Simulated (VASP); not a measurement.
# SnSe (I4mm) in VASP: notebook

Runs on SnSe. Level: r2SCAN. Tasks: single point.

Program: VASP 6.6.1. These are calculated values, not measurements. Logs are shortened: lines on timing, memory, paths and dates and some standing lists are left out, and cuts for length are marked.

### Step 1. The cell of the first run

The structure is tetragonal, space group I4mm (No. 107). The conventional cell has a = 4.257 Å, b = 4.257 Å, c = 6.020 Å, α = 90.00°, β = 90.00°, γ = 90.00°. Sn (site symmetry 4mm) has 6 Se at 2.93 to 3.09 Å within 3.9 Å. Within 3.9 Å of Se (site symmetry 4mm) lie 6 Sn at 2.93 to 3.09 Å.

### Step 2. Single point, r2SCAN

File POSCAR:

```
SnSe
1.0
    0.0000000000      3.0100000000      3.0100000000
    3.0100000000      0.0000000000      3.0100000000
    3.0100000000      3.0100000000      0.0000000000
Sn Se
1 1
Direct
    0.0000000000      0.0000000000      0.0000000000
    0.4875415282      0.4875415282      0.5124584718
```

File INCAR.step1:

```
ALGO = Normal ; EDIFF = 1E-4
ENCUT = 520 ; GGA = PE
ISMEAR = 0 ; LASPH = T
LCHARG = F ; LREAL = F
LWAVE = T ; NBANDS = 17
NELM = 80 ; PREC = Accurate
SIGMA = 0.05
```

File INCAR.step2:

```
ALGO = Normal ; EDIFF = 1E-7
ENCUT = 520 ; ISIF = 2
ISMEAR = 0 ; ISTART = 1
LASPH = T ; LCHARG = F
LMIXTAU = T ; LREAL = F
LWAVE = F ; METAGGA = R2SCAN
NBANDS = 17 ; NELM = 80
PREC = Accurate ; SIGMA = 0.05
```

File KPOINTS:

```
k-points
0
Gamma
  10 10 10
```

Potentials or basis: VASP PAW PBE potentials, release 64 (Sn_d, Se).

The run is started by

```
$ cat potpaw_PBE.64/Sn_d/POTCAR potpaw_PBE.64/Se/POTCAR > POTCAR
$ cp INCAR.step1 INCAR
$ mpirun -np 1 vasp_std > vasp.out
$ cp INCAR.step2 INCAR
$ mpirun -np 1 vasp_std > vasp.out
```

OUTCAR:

```text
EDIFF = 1E-7
   ENCUT = 520
   ISIF = 2
   ISMEAR = 0
   ISTART = 1
   LASPH = T
   LREAL = F
   METAGGA = R2SCAN
   NELM = 80
   PREC = Accurate

 ion  position               nearest neighbor table
   1  0.000  0.000  0.000-   2 2.93   2 3.01   2 3.01   2 3.01   2 3.01   2 3.09
   2  0.488  0.488  0.512-   1 2.93   1 3.01   1 3.01   1 3.01   1 3.01   1 3.09

  LATTYP: Found a face centered cubic cell.
 ALAT       =     6.0200000000

  Lattice vectors:

 A1 = (   0.0000000000,   3.0100000000,   3.0100000000)
 A2 = (   3.0100000000,   0.0000000000,   3.0100000000)
 A3 = (   3.0100000000,   3.0100000000,   0.0000000000)

Analysis of symmetry for initial positions (statically):
=====================================================================
 Subroutine PRICEL returns:
 Original cell was already a primitive cell.

 Routine SETGRP: Setting up the symmetry group for a
 face centered cubic supercell.

 Subroutine GETGRP returns: Found  8 space group operations
 (whereof  8 operations were pure point group operations)
 out of a pool of 48 trial point group operations.

The static configuration has the point symmetry C_4v.

Analysis of symmetry for dynamics (positions and initial velocities):
=====================================================================
 Subroutine PRICEL returns:
 Original cell was already a primitive cell.

 Routine SETGRP: Setting up the symmetry group for a
 face centered cubic supercell.

 Subroutine GETGRP returns: Found  8 space group operations
 (whereof  8 operations were pure point group operations)
 out of a pool of 48 trial point group operations.

The dynamic configuration has the point symmetry C_4v.

 Subroutine INISYM returns: Found  8 space group operations
 (whereof  8 operations are pure point group operations),
 and found     1 'primitive' translations

----------------------------------------------------------------------------------------

                                     Primitive cell

  volume of cell :      54.5418

  direct lattice vectors                    reciprocal lattice vectors
     0.000000000  3.010000000  3.010000000    -0.166112957  0.166112957  0.166112957
     3.010000000  0.000000000  3.010000000     0.166112957 -0.166112957  0.166112957
     3.010000000  3.010000000  0.000000000     0.166112957  0.166112957 -0.166112957

  length of vectors
     4.256782823  4.256782823  4.256782823     0.287716081  0.287716081  0.287716081

  position of ions in fractional coordinates (direct lattice)
     0.000000000  0.000000000  0.000000000
     0.487541528  0.487541528  0.512458472

  ion indices of the primitive-cell ions
   primitive index   ion index
                 1           1
                 2           2

----------------------------------------------------------------------------------------

 KPOINTS: k-points

Automatic generation of k-mesh.
 Grid dimensions read from file:
 generate k-points for:   10   10   10

 Generating k-lattice:

  Cartesian coordinates                     Fractional coordinates (reciprocal lattice)
    -0.016611296  0.016611296  0.016611296     0.100000000  0.000000000  0.000000000
     0.016611296 -0.016611296  0.016611296     0.000000000  0.100000000  0.000000000
     0.016611296  0.016611296 -0.016611296     0.000000000  0.000000000  0.100000000

  Length of vectors
     0.028771608  0.028771608  0.028771608

  Shift w.r.t. Gamma in fractional coordinates (k-lattice)
     0.000000000  0.000000000  0.000000000

 Subroutine IBZKPT returns following result:
 ===========================================

 Found    102 irreducible k-points:

 Following reciprocal coordinates:
            Coordinates               Weight
  0.000000  0.000000  0.000000      1.000000
  0.100000  0.000000  0.000000      8.000000
  0.200000  0.000000  0.000000      8.000000
  0.300000  0.000000  0.000000      8.000000
  0.400000  0.000000  0.000000      8.000000
  0.500000  0.000000  0.000000      4.000000
[... 16 lines left out ...]
 -0.100000  0.100000  0.000000      4.000000
  0.000000 -0.100000  0.100000      8.000000
 [... further k-points ...]
   k-points           NKPTS =    102   k-points in BZ     NKDIM =    102   number of bands    NBANDS=     17
   number of dos      NEDOS =    301   number of ions     NIONS =      2
   total plane-waves  NPLWV =  32768
   dimension x,y,z NGX =    32 NGY =   32 NGZ =   32
   dimension x,y,z NGXF=    64 NGYF=   64 NGZF=   64
   ions per type =               1   1
   NGX,Y,Z   is equivalent  to a cutoff of  12.50, 12.50, 12.50 a.u.
   NGXF,Y,Z  is equivalent  to a cutoff of  24.99, 24.99, 24.99 a.u.
 SYSTEM =  unknown system
   PREC   = accura    normal or accurate (medium, high low for compatibility)
   ISTART =      1    job   : 0-new  1-cont  2-samecut
   ICHARG =      0    charge: 1-file 2-atom 10-const
   ISPIN  =      1    spin polarized calculation?
   LNONCOLLINEAR =      F non collinear calculations
   LSORBIT =      F    spin-orbit coupling
   LASPH  =      T    aspherical Exc in radial PAW
   ENCUT  =  520.0 eV  38.22 Ry    6.18 a.u.   7.91  7.91  7.91*2*pi/ulx,y,z
   NELM   =     80;   NELMIN=  2; NELMDL=  0     # of ELM steps
   EDIFF  = 0.1E-06   stopping-criterion for ELM
   LREAL  =      F    real-space projection
   EDIFFG = 0.1E-05   stopping-criterion for IOM
   NSW    =      0    number of steps for IOM
   IBRION =     -1    ionic relax: 0-MD 1-quasi-New 2-CG
   NFREE  =      0    steps in history (QN), initial steepest desc. (CG)
   ISIF   =      2    stress and relaxation
   ISYM   =      2    0-nonsym 1-usesym 2-fastsym
   POTIM  = 0.5000    time-step for ionic-motion
   TEBEG  =    0.0;   TEEND  =   0.0 temperature during run
   PSTRESS=    0.0 pullay stress
   NELECT =      20.0000    total number of electrons
   NUPDOWN=      -1.0000    fix difference up-down
   EMIN   =  10.00;   EMAX   =-10.00  energy-range for DOS
   EFERMI =   0.00;   METHOD = LEGACY
   ISMEAR =     0;   SIGMA  =   0.05  broadening in eV -4-tet -1-fermi 0-gaus
   EFERMI_NEDOS =   21; number of points for ismear=-14 and -15
   IALGO  =     38    algorithm
   IMIX   =      4    mixing-type and parameters
     AMIX     =   0.40;   BMIX     =  1.00
     AMIX_MAG =   1.60;   BMIX_MAG =  1.00
  volume/ion in A,a.u.               =      27.27       184.03
  Fermi-wavevector in a.u.,A,eV,Ry     =   1.171768  2.214321 18.681350  1.373040
  Thomas-Fermi vector in A             =   2.308207
   LORBIT       =      0    0 simple, 1 ext, 2 COOP (PROOUT), +10 PAW based schemes
   METAGGA = R2SCAN    functional components
   LHFCALC =     F    Hartree Fock is set to
   AEXX    =    0.0000 exact exchange contribution
   IVDW    =     0    specifies the selected vdW correction
   LEPSILON=     F    determine dielectric tensor
   LRPA    =     F    only Hartree local field effects (RPA)
 non-spin polarized calculation
 Gauss-broadening in eV      SIGMA  =   0.05
  energy-cutoff  :      520.00
  volume of cell :       54.54
 maximum number of plane-waves:      1479
   NGX = 15   NGY = 15   NGZ = 15

 number of electron      20.0000005 magnetization

 Free energy of the ion-electron system (eV)
  ---------------------------------------------------
  ext. energy  EPLUGINS =         0.00000000
  ---------------------------------------------------
  free energy    TOTEN  =       -39.87562275 eV

  energy without entropy =      -39.87562275  energy(sigma->0) =      -39.87562275

 E-fermi :   5.9238     XC(G=0): -10.1861

 val. band max:        5.6945751523   @ k =   0.5000   0.0000   0.0000
 cond. band min:       6.1803461490   @ k =   0.5000   0.0000   0.0000
 fundamental gap:      0.4857709967
 Fermi energy:         5.9238270315

 k-point     1 :       0.0000    0.0000    0.0000
  band No.  band energies     occupation
      1     -16.8338      2.00000
      2     -16.8326      2.00000
      3     -16.8317      2.00000
      4     -16.8301      2.00000
      5     -16.8301      2.00000
      6      -9.0187      2.00000
[... 9 lines left out ...]
     16      11.7989      0.00000
     17      14.0324      0.00000

 k-point     2 :       0.1000    0.0000    0.0000
  band No.  band energies     occupation
      1     -16.8344      2.00000
      2     -16.8333      2.00000
      3     -16.8310      2.00000
      4     -16.8295      2.00000
      5     -16.8291      2.00000
      6      -8.9450      2.00000
[... 9 lines left out ...]
     16      12.0232      0.00000
     17      14.7670      0.00000

 k-point     3 :       0.2000    0.0000    0.0000
  band No.  band energies     occupation
      1     -16.8364      2.00000
      2     -16.8356      2.00000
      3     -16.8299      2.00000
      4     -16.8267      2.00000
      5     -16.8260      2.00000
      6      -8.7380      2.00000
[... 9 lines left out ...]
     16      12.6599      0.00000
     17      16.4022      0.00000

 k-point     4 :       0.3000    0.0000    0.0000
  band No.  band energies     occupation
      1     -16.8391      2.00000
      2     -16.8384      2.00000
      3     -16.8290      2.00000
      4     -16.8227      2.00000
      5     -16.8220      2.00000
      6      -8.4454      2.00000
[... 9 lines left out ...]
     16      13.6731      0.00000
     17      18.0812      0.00000
[... 343 lines left out ...]
      1     -16.8378      2.00000
      2     -16.8365      2.00000
      3     -16.8299      2.00000
      4     -16.8261      2.00000
      5     -16.8229      2.00000
      6      -8.5892      2.00000
[... 9 lines left out ...]
     16      14.0303      0.00000
     17      15.6530      0.00000

 k-point    23 :      -0.1000    0.1000    0.0000
  band No.  band energies     occupation
      1     -16.8361      2.00000
      2     -16.8340      2.00000
      3     -16.8297      2.00000
      4     -16.8283      2.00000
      5     -16.8277      2.00000
      6      -8.8268      2.00000
[... 9 lines left out ...]
     16      12.9246      0.00000
     17      14.6588      0.00000

 k-point    24 :       0.0000   -0.1000    0.1000
  band No.  band energies     occupation
      1     -16.8355      2.00000
      2     -16.8342      2.00000
      3     -16.8309      2.00000
      4     -16.8287      2.00000
      5     -16.8264      2.00000
      6      -8.8266      2.00000
[... 9 lines left out ...]
     16      12.9170      0.00000
     17      14.6449      0.00000

 [... further k-points ...]

------------------------ aborting loop because EDIFF is reached ----------------------------------------

  FORCE on cell =-STRESS in cart. coord.  units (eV):
  Direction    XX          YY          ZZ          XY          YZ          ZX
  --------------------------------------------------------------------------------------
  -------------------------------------------------------------------------------------
  Total        0.0048400      0.0048400      0.0474543      0.0000000     -0.0000000      0.0000000
  in kB        0.1421760      0.1421760      1.3939803      0.0000000     -0.0000000      0.0000000
  external PRESSURE =       0.5594441 kB  Pullay stress =       0.0000000 kB

 VOLUME and BASIS-vectors are now :
 -----------------------------------------------------------------------------
  energy-cutoff  :      520.00
  volume of cell :       54.54
      direct lattice vectors                 reciprocal lattice vectors
     0.000000000  3.010000000  3.010000000    -0.166112957  0.166112957  0.166112957
     3.010000000  0.000000000  3.010000000     0.166112957 -0.166112957  0.166112957
     3.010000000  3.010000000  0.000000000     0.166112957  0.166112957 -0.166112957

 POSITION                                       TOTAL-FORCE (eV/Angst)
 -----------------------------------------------------------------------------------
      0.00000      0.00000      0.00000         0.000000      0.000000      0.021915
      3.01000      3.01000      2.93500         0.000000      0.000000     -0.021915
 -----------------------------------------------------------------------------------
    total drift:                                0.000007      0.000007     -0.000001

  FREE ENERGIE OF THE ION-ELECTRON SYSTEM (eV)
  ---------------------------------------------------
  free  energy   TOTEN  =       -39.8756227471 eV

  energy  without entropy=      -39.8756227471  energy(sigma->0) =      -39.87562275
```

Wall time 1.8 min (1 thread of Intel Xeon 6975P-C (Granite Rapids), shared host); peak memory 0.25 GiB.

Results:

| Quantity | Value |
| --- | --- |
| Free energy | -39.8756 eV |
| Pressure | 0.1 GPa |
| Largest force | 0.022 eV/Å |
| Band gap on the k mesh | 0.49 eV |

Forces in eV/Å, atoms in the order of the input:
```
Sn   0.000  0.000  0.022
Se   0.000  0.000 -0.022
```

Caveat: the cell differs from its parent crystal (all Se atoms moved +0.075 Å, as atom 2 towards its neighbour atom 1 (Sn) at 3.010 Å); the PAW data sets were made with another functional, which shifts forces and pressure a little; spin-orbit coupling is left out, which moves the levels of the heavy elements.

### Step 3. Single point, r2SCAN

Edit POSCAR of step 2 so:

```diff
@@ -9,2 +9,2 @@
     0.0000000000      0.0000000000      0.0000000000
-    0.4875415282      0.4875415282      0.5124584718
+    0.4813122924      0.4813122924      0.5186877076
```

File INCAR.step1:

```
  PREC = Accurate
  ENCUT = 520
  ISMEAR = 0
  SIGMA = 0.05
  LREAL = False
  LASPH = True
  NELM = 60
  NBANDS = 17
  GGA = PE
  ALGO = Normal
  EDIFF = 1E-4
  LWAVE = True
  LCHARG = False
```

File INCAR.step2:

```
  PREC = Accurate
  ENCUT = 520
  EDIFF = 1E-6
  ISMEAR = 0
  SIGMA = 0.05
  LREAL = False
  LASPH = True
  NELM = 60
  ALGO = Normal
  ISIF = 2
  LWAVE = False
  LCHARG = False
  METAGGA = R2SCAN
  LMIXTAU = True
  NBANDS = 17
  ISTART = 1
```

File KPOINTS:

```
regular mesh
0
Gamma
  10 10 10
```

Potentials or basis: VASP PAW PBE potentials, release 64 (Sn_d, Se).

The run is started by

```
$ cat potpaw_PBE.64/Sn_d/POTCAR potpaw_PBE.64/Se/POTCAR > POTCAR
$ cp INCAR.step1 INCAR
$ mpirun -np 1 vasp_std > vasp.out
$ cp INCAR.step2 INCAR
$ mpirun -np 1 vasp_std > vasp.out
```

Run time: 78 s. Hardware: 1 thread of Intel Xeon 6975P-C (Granite Rapids), shared host; peak memory 0.25 GiB.

The run converged. Its results:

- Free energy: -39.8764 eV
- Pressure: 0.2 GPa
- Largest force: 0.020 eV/Å
- Band gap on the k mesh: 0.52 eV

Forces on the atoms (eV/Å):
```
Sn   0.000  0.000  0.020
Se   0.000  0.000 -0.020
```

Stress tensor (GPa, compression positive):
```
0.07 0.00 0.00
0.00 0.07 0.00
0.00 0.00 0.36
```

Levels at points of the mesh, in eV from the valence-band top:
```
           k point  band 7  band 8  band 9  band 10  band 11  band 12  band 13  band 14
(0.00, 0.00, 0.00)   -5.21   -2.63   -2.59    -2.59     4.29     4.29     4.42     6.08
(0.50, 0.00, 0.00)   -8.53   -2.39   -2.34     0.00     0.52     1.18     1.25     8.57
(0.50, 0.50, 0.00)   -6.59   -5.64   -4.07    -4.07     3.15     5.50     5.50     6.22
(0.00, 0.50, 0.50)   -6.33   -5.91   -4.06    -4.05     3.04     5.54     5.60     6.19
```

Caveat: the cell differs from its parent crystal (all Se atoms moved +0.113 Å, as atom 2 towards its neighbour atom 1 (Sn) at 3.010 Å); the PAW data sets were made with another functional, which shifts forces and pressure a little; spin-orbit coupling is left out, which moves the levels of the heavy elements. A k mesh can miss the band edges.

### Step 4. Single point, r2SCAN

Edit POSCAR of step 3 so:

```diff
@@ -9,2 +9,2 @@
     0.0000000000      0.0000000000      0.0000000000
-    0.4813122924      0.4813122924      0.5186877076
+    0.4937707641      0.4937707641      0.5062292359
```

File INCAR.step1:

```
ALGO = Normal ; EDIFF = 1E-4
ENCUT = 520 ; GGA = PE
ISMEAR = 0 ; LASPH = T
LCHARG = F ; LREAL = F
LWAVE = T ; NBANDS = 17
NELM = 100 ; PREC = Accurate
SIGMA = 0.05
```

File INCAR.step2:

```
ALGO = Normal ; EDIFF = 1E-6
ENCUT = 520 ; ISIF = 2
ISMEAR = 0 ; ISTART = 1
LASPH = T ; LCHARG = F
LMIXTAU = T ; LREAL = F
LWAVE = F ; METAGGA = R2SCAN
NBANDS = 17 ; NELM = 100
PREC = Accurate ; SIGMA = 0.05
```

File KPOINTS:

```
k-points
0
Gamma
  10 10 10
```

The run is started by

```
$ cat potpaw_PBE.64/Sn_d/POTCAR potpaw_PBE.64/Se/POTCAR > POTCAR
$ cp INCAR.step1 INCAR
$ mpirun -np 1 vasp_std > vasp.out
$ cp INCAR.step2 INCAR
$ mpirun -np 1 vasp_std > vasp.out
```

Wall time 78 s (1 thread of Intel Xeon 6975P-C (Granite Rapids), shared host); peak memory 0.25 GiB.

It converged, with:

| Item | Value |
| --- | --- |
| Free energy | -39.8749 eV |
| Pressure | 0.0 GPa |
| Largest force | 0.014 eV/Å |
| Band gap on the k mesh | 0.46 eV |

Forces in eV/Å, atoms in the order of the input:
```
Sn   0.000  0.000  0.014
Se   0.000  0.000 -0.014
```

Levels at points of the mesh, in eV from the valence-band top:
```csv
k point,band 6,band 7,band 8,band 9,band 10,band 11,band 12,band 13,band 14,band 15
"(0.00, 0.00, 0.00)",-14.72,-5.25,-2.64,-2.63,-2.63,4.35,4.35,4.36,6.05,6.06
"(0.50, 0.00, 0.00)",-13.75,-8.57,-2.37,-2.37,0.00,0.46,1.14,1.15,8.57,10.41
"(0.50, 0.50, 0.00)",-13.45,-6.40,-5.90,-4.10,-4.10,3.11,5.47,5.47,6.16,10.62
"(0.00, 0.50, 0.50)",-13.45,-6.35,-5.94,-4.10,-4.10,3.10,5.47,5.48,6.16,10.62
```

Caveat: the PAW data sets were made with another functional, which shifts forces and pressure a little; spin-orbit coupling is left out, which moves the levels of the heavy elements. A k mesh can miss the band edges.

### Step 5. Summary

```csv
cell,gap on the mesh (eV),pressure (GPa),largest force (eV/Å)
"as given, atomic positions A",0.49,0.1,0.02
"as given, atomic positions B",0.52,0.2,0.02
"as given, atomic positions C",0.46,0.0,0.01
```

Alike in all rows: task single point; level r2SCAN; potentials or basis VASP PAW PBE potentials, release 64 (Sn_d, Se); no spin polarisation; k mesh 10 × 10 × 10; cutoff (eV) 520; smearing gaussian 0.05 eV.

Caveats: the PAW data sets were made with another functional, which shifts forces and pressure a little; spin-orbit coupling is left out, which moves the levels of the heavy elements.

Total energies depend on the potentials used, so only differences within one code and one set of settings carry meaning.
